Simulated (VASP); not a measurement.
Input of a VASP 6.6.1 run:

POSCAR

```
Au
1.0
    0.0000000000      1.9943625000      2.1477750000
    1.9943625000      0.0000000000      2.1477750000
    1.9943625000      1.9943625000      0.0000000000
Au
1
Direct
    0.0000000000      0.0000000000      0.0000000000
```

The input INCAR.step1:

```
PREC = Accurate ; ENCUT = 520
ISMEAR = 0 ; SIGMA = 0.15
LREAL = F ; LASPH = T
NELM = 60 ; NBANDS = 12
GGA = PE ; ALGO = Normal
EDIFF = 1E-4 ; LWAVE = T
LCHARG = F
```

INCAR.step2

```
PREC = Accurate ; ENCUT = 520
EDIFF = 1E-7 ; ISMEAR = 0
SIGMA = 0.15 ; LREAL = F
LASPH = T ; NELM = 60
ALGO = Normal ; ISIF = 2
LWAVE = F ; LCHARG = F
METAGGA = R2SCAN ; LMIXTAU = T
NBANDS = 12 ; ISTART = 1
```

Contents of KPOINTS:

```
regular mesh
0
Gamma
  20 20 20
```

Potentials or basis: VASP PAW PBE potentials, release 64 (Au).

The run is started by

```sh
$ cat potpaw_PBE.64/Au/POTCAR > POTCAR
$ cp INCAR.step1 INCAR
$ mpirun -np 1 vasp_std > vasp.out
$ cp INCAR.step2 INCAR
$ mpirun -np 1 vasp_std > vasp.out
```

**Question.** Estimate the pressure.

**Answer.** 5.0 GPa.

Stress tensor (GPa, compression positive):
```
5.99 0.00 0.00
0.00 5.99 0.00
0.00 0.00 3.03
```

Caveat: the cell differs from its parent crystal (strain -0.025 along x and y, +0.050 along z); the PAW data sets were made with another functional, which shifts forces and pressure a little.
